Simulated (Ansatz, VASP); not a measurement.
# One calculation of Al, two programs

File INCAR:

```
ALGO = Normal
EDIFF = 1E-7
EDIFFG = -0.003
ENCUT = 600
GGA = PS
IBRION = 2
ISIF = 3
ISMEAR = 0
LASPH = T
LCHARG = F
LREAL = F
LWAVE = F
NELM = 80
NSW = 80
PREC = Accurate
SIGMA = 0.1
```

The input KPOINTS:

```
k-points
0
Gamma
  24 24 24
```

Contents of POSCAR:

```
Al
1.0
    0.0000000000      2.0250000000      2.0250000000
    2.0250000000      0.0000000000      2.0250000000
    2.0250000000      2.0250000000      0.0000000000
Al
1
Direct
    0.0000000000      0.0000000000      0.0000000000
```

Input for Ansatz:

```yaml
crystal:
  lattice:
    - [0.0, 2.025, 2.025]
    - [2.025, 0.0, 2.025]
    - [2.025, 2.025, 0.0]
  atoms:
    - { symbol: Al, position: [0.0, 0.0, 0.0] }
scf:
  occupations: { method: gaussian, width: 0.1 }
output:
  forces: true
  stress: true
  eigenvalues: true
  write_density: true
  write_potential: true
  elf: true
  volumetric_format: npy
hamiltonian:
  xc: pbesol
relax:
  f_tol: 0.003
  max_steps: 60
  cell: { stress_tol: 0.02 }
kpoints:
  mp_grid: { grid: [24, 24, 24] }
```

Alike in both runs: task relaxation of cell and atoms; functional PBEsol; k mesh 24 × 24 × 24; occupations gaussian, width 0.1 eV; no spin polarisation.

|  | VASP | Ansatz |
| --- | --- | --- |
| version | VASP 6.6.1 | Ansatz 0.2.0 |
| potentials or method | VASP PAW PBE potentials, release 64 (Al) | scalar-relativistic, plane waves, PAW |
| plane-wave cutoff (eV) | 600 | 420 |
| valence electrons in the cell | 3 | 3 |

```tsv
	VASP	Ansatz	Ansatz less VASP
gap on the k mesh at the Fermi level, each at its own relaxed structure (eV)	none	none	-
relaxed volume (Å³/atom)	16.18	16.17	-0.011
relaxed length of the cell vector where the two differ most in proportion (Å)	2.839	2.838	-0.0007
```

VASP's potentials were made for PBE, not for PBEsol. A gap of «none» marks a metal or a gap that the smearing closes.
